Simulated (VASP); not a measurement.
# Eu (P6_3/mmc) in VASP: single point with PBE

Aim: the single point of Eu with PBE.

Everything below comes from runs of VASP 6.6.1. Logs are shortened: lines on timing, memory, paths and dates and some standing lists are left out, and cuts for length are marked.

## (1) The cell of the first run

It takes space group P6_3/mmc (No. 194, hexagonal). Conventional cell: a = 3.922 Å, b = 3.922 Å, c = 6.292 Å, α = 90.00°, β = 90.00°, γ = 120.00°. Eu (site symmetry -6m2) has 12 Eu at 3.88 to 3.92 Å within 5.1 Å.

This isn't the form of Eu at room conditions, which is bcc.

## (2) Single point, PBE, collinear spin, ferromagnetic start

INCAR

```
SYSTEM = Eu
ALGO = Normal ; EDIFF = 1E-7
ENCUT = 520 ; GGA = PE
ISIF = 2 ; ISMEAR = -1
ISPIN = 2 ; LASPH = .TRUE.
LCHARG = .FALSE. ; LMAXMIX = 6
LORBIT = 11 ; LREAL = .FALSE.
LWAVE = .FALSE. ; MAGMOM = 7 7
NBANDS = 28 ; NELM = 150
PREC = Accurate ; SIGMA = 0.05
```

KPOINTS

```
k-points
0
G
  12 12 6
  0 0 0
```

POSCAR

```
Eu
1.0
    3.9221976069      0.0000000000      0.0000000000
   -1.9610988034      3.3967227662      0.0000000000
    0.0000000000      0.0000000000      6.2920537911
Eu
2
Direct
    0.3333333333      0.6666666667      0.2500000000
    0.6666666667      0.3333333333      0.7500000000
```

Potentials or basis: VASP PAW PBE potentials, release 64 (Eu).

On the command line:

```
$ cat potpaw_PBE.64/Eu/POTCAR > POTCAR
$ mpirun -np 1 vasp_std > vasp.out
```

OUTCAR:

```text
SYSTEM = Eu
   EDIFF = 1E-7
   ENCUT = 520
   GGA = PE
   ISIF = 2
   ISMEAR = -1
   ISPIN = 2
   LASPH = .TRUE.
   LORBIT = 11
   LREAL = .FALSE.
   NELM = 150
   PREC = Accurate

 ion  position               nearest neighbor table
   1  0.333  0.667  0.250-
   2  0.667  0.333  0.750-

  LATTYP: Found a hexagonal cell.
 ALAT       =     3.9221976069
 C/A-ratio  =     1.6042164168

  Lattice vectors:

 A1 = (   3.9221976069,   0.0000000000,   0.0000000000)
 A2 = (  -1.9610988034,   3.3967227662,   0.0000000000)
 A3 = (   0.0000000000,   0.0000000000,   6.2920537911)

Analysis of symmetry for initial positions (statically):
=====================================================================
 Subroutine PRICEL returns:
 Original cell was already a primitive cell.

 Routine SETGRP: Setting up the symmetry group for a
 hexagonal supercell.

 Subroutine GETGRP returns: Found 24 space group operations
 (whereof 12 operations were pure point group operations)
 out of a pool of 24 trial point group operations.

The static configuration has the point symmetry D_3d.
 The point group associated with its full space group is D_6h.

Analysis of symmetry for dynamics (positions and initial velocities):
=====================================================================
 Subroutine PRICEL returns:
 Original cell was already a primitive cell.

 Routine SETGRP: Setting up the symmetry group for a
 hexagonal supercell.

 Subroutine GETGRP returns: Found 24 space group operations
 (whereof 12 operations were pure point group operations)
 out of a pool of 24 trial point group operations.

The dynamic configuration has the point symmetry D_3d.
 The point group associated with its full space group is D_6h.

Analysis of structural, dynamic, and magnetic symmetry:
=====================================================================
 Subroutine PRICEL returns:
 Original cell was already a primitive cell.

 Routine SETGRP: Setting up the symmetry group for a
 hexagonal supercell.

 Subroutine GETGRP returns: Found 24 space group operations
 (whereof 12 operations were pure point group operations)
 out of a pool of 24 trial point group operations.

The overall configuration has the point symmetry D_3d.
 The point group associated with its full space group is D_6h.

 Subroutine INISYM returns: Found 24 space group operations
 (whereof 12 operations are pure point group operations),
 and found     1 'primitive' translations

----------------------------------------------------------------------------------------

                                     Primitive cell

  volume of cell :      83.8266

  direct lattice vectors                    reciprocal lattice vectors
     3.922197607  0.000000000  0.000000000     0.254959107  0.147200709  0.000000000
    -1.961098803  3.396722766  0.000000000     0.000000000  0.294401418  0.000000000
     0.000000000  0.000000000  6.292053791     0.000000000  0.000000000  0.158930618

  length of vectors
     3.922197607  3.922197607  6.292053791     0.294401418  0.294401418  0.158930618

  position of ions in fractional coordinates (direct lattice)
     0.333333333  0.666666667  0.250000000
     0.666666667  0.333333333  0.750000000

  ion indices of the primitive-cell ions
   primitive index   ion index
                 1           1
                 2           2

----------------------------------------------------------------------------------------

 KPOINTS: k-points

Automatic generation of k-mesh.
 Grid dimensions read from file:
 generate k-points for:   12   12    6

 Generating k-lattice:

  Cartesian coordinates                     Fractional coordinates (reciprocal lattice)
     0.021246592  0.012266726  0.000000000     0.083333333 -0.000000000  0.000000000
     0.000000000  0.024533452  0.000000000     0.000000000  0.083333333  0.000000000
     0.000000000  0.000000000  0.026488436     0.000000000  0.000000000  0.166666667

  Length of vectors
     0.024533452  0.024533452  0.026488436

  Shift w.r.t. Gamma in fractional coordinates (k-lattice)
     0.000000000  0.000000000  0.000000000

 Subroutine IBZKPT returns following result:
 ===========================================

 Found     76 irreducible k-points:

 Following reciprocal coordinates:
            Coordinates               Weight
  0.000000  0.000000  0.000000      1.000000
  0.083333  0.000000  0.000000      6.000000
  0.166667  0.000000  0.000000      6.000000
  0.250000  0.000000  0.000000      6.000000
  0.333333  0.000000  0.000000      6.000000
  0.416667 -0.000000  0.000000      6.000000
[... 16 lines left out ...]
  0.250000  0.000000  0.166667     12.000000
  0.333333  0.000000  0.166667     12.000000
 [... further k-points ...]
   k-points           NKPTS =     76   k-points in BZ     NKDIM =     76   number of bands    NBANDS=     28
   number of dos      NEDOS =    301   number of ions     NIONS =      2
   total plane-waves  NPLWV =  43200
   dimension x,y,z NGX =    30 NGY =   30 NGZ =   48
   dimension x,y,z NGXF=    60 NGYF=   60 NGZF=   96
   ions per type =               2
   NGX,Y,Z   is equivalent  to a cutoff of  12.72, 12.72, 12.68 a.u.
   NGXF,Y,Z  is equivalent  to a cutoff of  25.43, 25.43, 25.36 a.u.
 SYSTEM =  Eu
   PREC   = accura    normal or accurate (medium, high low for compatibility)
   ISTART =      0    job   : 0-new  1-cont  2-samecut
   ICHARG =      2    charge: 1-file 2-atom 10-const
   ISPIN  =      2    spin polarized calculation?
   LNONCOLLINEAR =      F non collinear calculations
   LSORBIT =      F    spin-orbit coupling
   LASPH  =      T    aspherical Exc in radial PAW
   ENCUT  =  520.0 eV  38.22 Ry    6.18 a.u.   7.29  7.29 11.70*2*pi/ulx,y,z
   NELM   =    150;   NELMIN=  2; NELMDL= -5     # of ELM steps
   EDIFF  = 0.1E-06   stopping-criterion for ELM
   LREAL  =      F    real-space projection
   EDIFFG = 0.1E-05   stopping-criterion for IOM
   NSW    =      0    number of steps for IOM
   IBRION =     -1    ionic relax: 0-MD 1-quasi-New 2-CG
   NFREE  =      0    steps in history (QN), initial steepest desc. (CG)
   ISIF   =      2    stress and relaxation
   ISYM   =      2    0-nonsym 1-usesym 2-fastsym
   POTIM  = 0.5000    time-step for ionic-motion
   TEBEG  =    0.0;   TEEND  =   0.0 temperature during run
   PSTRESS=    0.0 pullay stress
   NELECT =      34.0000    total number of electrons
   NUPDOWN=      -1.0000    fix difference up-down
   EMIN   =  10.00;   EMAX   =-10.00  energy-range for DOS
   EFERMI =   0.00;   METHOD = LEGACY
   ISMEAR =    -1;   SIGMA  =   0.05  broadening in eV -4-tet -1-fermi 0-gaus
   EFERMI_NEDOS =   21; number of points for ismear=-14 and -15
   IALGO  =     38    algorithm
   IMIX   =      4    mixing-type and parameters
     AMIX     =   0.40;   BMIX     =  1.00
     AMIX_MAG =   1.60;   BMIX_MAG =  1.00
  volume/ion in A,a.u.               =      41.91       282.85
  Fermi-wavevector in a.u.,A,eV,Ry     =   1.211827  2.290020 19.980477  1.468524
  Thomas-Fermi vector in A             =   2.347330
   LORBIT       =     11    0 simple, 1 ext, 2 COOP (PROOUT), +10 PAW based schemes
   GGA     = PE    functional components
   LHFCALC =     F    Hartree Fock is set to
   AEXX    =    0.0000 exact exchange contribution
   IVDW    =     0    specifies the selected vdW correction
   LEPSILON=     F    determine dielectric tensor
   LRPA    =     F    only Hartree local field effects (RPA)
 spin polarized calculation
  energy-cutoff  :      520.00
  volume of cell :       83.83
 maximum number of plane-waves:      2297
 NGX is ok and might be reduce to    30
   NGX = 15   NGY = 15   NGZ = 23

 number of electron      34.0000005 magnetization      15.1155779

 Free energy of the ion-electron system (eV)
  ---------------------------------------------------
  ext. energy  EPLUGINS =         0.00000000
  ---------------------------------------------------
  free energy    TOTEN  =       -22.93814328 eV

  energy without entropy =      -22.90817069  energy(sigma->0) =      -22.92315699

 E-fermi :   2.0557     XC(G=0):  -8.8230

 val. band max:        2.0513973383   @ k =   0.4167  -0.0000   0.1667
 cond. band min:       2.0573012162   @ k =   0.3333   0.3333   0.5000
 fundamental gap:      0.0059038779
 Fermi energy:         2.0557337859

 spin component 1

 k-point     1 :       0.0000    0.0000    0.0000
  band No.  band energies     occupation
      1     -39.5367      1.00000
      2     -39.5012      1.00000
      3     -18.5557      1.00000
      4     -18.1605      1.00000
      5     -18.1605      1.00000
      6     -18.0939      1.00000
[... 20 lines left out ...]
     27       3.8349      0.00000
     28       3.9588      0.00000
[... 683 lines left out ...]
 k-point    24 :       0.3333    0.0000    0.1667
  band No.  band energies     occupation
      1     -39.5128      1.00000
      2     -39.4951      1.00000
      3     -18.4588      1.00000
      4     -18.3715      1.00000
      5     -18.3370      1.00000
      6     -18.2292      1.00000
[... 20 lines left out ...]
     27       3.3718      0.00000
     28       3.6961      0.00000

 [... further k-points ...]

 spin component 2

 k-point     1 :       0.0000    0.0000    0.0000
  band No.  band energies     occupation
      1     -36.3757      1.00000
      2     -36.3302      1.00000
      3     -16.2802      1.00000
      4     -15.7964      1.00000
      5     -15.7964      1.00000
      6     -15.7165      1.00000
[... 20 lines left out ...]
     27       6.6626      0.00000
     28       6.6639      0.00000
[... 683 lines left out ...]
 k-point    24 :       0.3333    0.0000    0.1667
  band No.  band energies     occupation
      1     -36.3448      1.00000
      2     -36.3221      1.00000
      3     -16.1637      1.00000
      4     -16.0597      1.00000
      5     -16.0142      1.00000
      6     -15.8814      1.00000
[... 20 lines left out ...]
     27       6.6190      0.00000
     28       6.6304      0.00000

 [... further k-points ...]
[... 5 lines left out ...]
  --------------------------------------------------------------------------------------
  -------------------------------------------------------------------------------------
  Total       -0.1175870     -0.1175870     -0.1253201     -0.0000000      0.0000000      0.0000000
  in kB       -2.2474388     -2.2474388     -2.3952416     -0.0000000      0.0000000      0.0000000
  external PRESSURE =      -2.2967064 kB  Pullay stress =       0.0000000 kB

 VOLUME and BASIS-vectors are now :
 -----------------------------------------------------------------------------
  energy-cutoff  :      520.00
  volume of cell :       83.83
      direct lattice vectors                 reciprocal lattice vectors
     3.922197607  0.000000000  0.000000000     0.254959107  0.147200709  0.000000000
    -1.961098803  3.396722766  0.000000000     0.000000000  0.294401418  0.000000000
     0.000000000  0.000000000  6.292053791     0.000000000  0.000000000  0.158930618

 POSITION                                       TOTAL-FORCE (eV/Angst)
 -----------------------------------------------------------------------------------
     -0.00000      2.26448      1.57301        -0.000000      0.000000      0.000000
      1.96110      1.13224      4.71904         0.000000     -0.000000      0.000000
 -----------------------------------------------------------------------------------
    total drift:                               -0.000000      0.000000     -0.000000

  FREE ENERGIE OF THE ION-ELECTRON SYSTEM (eV)
  ---------------------------------------------------
  free  energy   TOTEN  =       -22.9381432776 eV

  energy  without entropy=      -22.9081706932  energy(sigma->0) =      -22.92315699

 total charge

# of ion       s       p       d       f       tot
--------------------------------------------------
    1        2.083   5.709   0.313   6.630  14.735
    2        2.083   5.709   0.313   6.630  14.735
--------------------------------------------------
tot          4.167  11.418   0.626  13.259  29.471

 magnetization (x)

# of ion       s       p       d       f       tot
--------------------------------------------------
    1       -0.001  -0.084   0.193   6.628   6.737
    2       -0.001  -0.084   0.193   6.628   6.737
--------------------------------------------------
tot         -0.001  -0.167   0.386  13.256  13.474
```

It took 9.1 min on 1 thread of Intel Xeon Platinum 8259CL at 2.50GHz (Skylake/Cascade Lake), shared host; peak memory 0.42 GiB.

What came out:

```yaml
Free_energy: -22.9381 eV
Pressure: -0.2 GPa
Net_moment: 15.12 μB per cell
Site_moments: Eu +6.74 μB
Valence_electrons_inside_the_program's_atomic_spheres: Eu 14.73
```

Caveat: spin-orbit coupling is left out, which moves the levels of the heavy elements; semilocal functionals describe open f shells poorly, which spoils levels, moments and volumes. The state reached can hang on the start; a lower one may exist.
